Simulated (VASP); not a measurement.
A run of VASP 6.6.1 is set up as follows.

INCAR

```
PREC = Accurate
ENCUT = 520
EDIFF = 1E-6
ISMEAR = 0
SIGMA = 0.1
LREAL = F
LASPH = T
NELM = 60
ALGO = Normal
ISIF = 2
LWAVE = F
LCHARG = F
GGA = PE
NBANDS = 20
```

KPOINTS

```
Automatic mesh
0
Gamma
  6 6 4
```

The input POSCAR:

```
ScW
1.0
    3.0439793960      0.0000000000      0.0000000000
    0.0000000000      3.0439793960      0.0000000000
    0.0000000000      0.0000000000      3.9897872797
Sc W
1 1
Direct
    0.5000000000      0.5000000000      0.5000000000
    0.0000000000      0.0000000000      0.0000000000
```

Potentials or basis: VASP PAW PBE potentials, release 64 (Sc_sv, W_sv).

Run with:

```sh
$ cat potpaw_PBE.64/Sc_sv/POTCAR potpaw_PBE.64/W_sv/POTCAR > POTCAR
$ mpirun -np 1 vasp_std > vasp.out
```

Question: What does it give for the band gap on the k mesh?

Answer: Zero (an odd number of electrons rules out a gap without spin polarisation).

Question: What does it give for the pressure?

Answer: 1.6 GPa.

Stress tensor (GPa, compression positive):
```
-0.59  0.00  0.00
 0.00 -0.59  0.00
 0.00  0.00  6.08
```

Caveat: the k points lie up to 0.39 Å⁻¹ apart, too coarse for converged energies and pressures of a metal; spin-orbit coupling is left out, which moves the levels of the heavy elements.
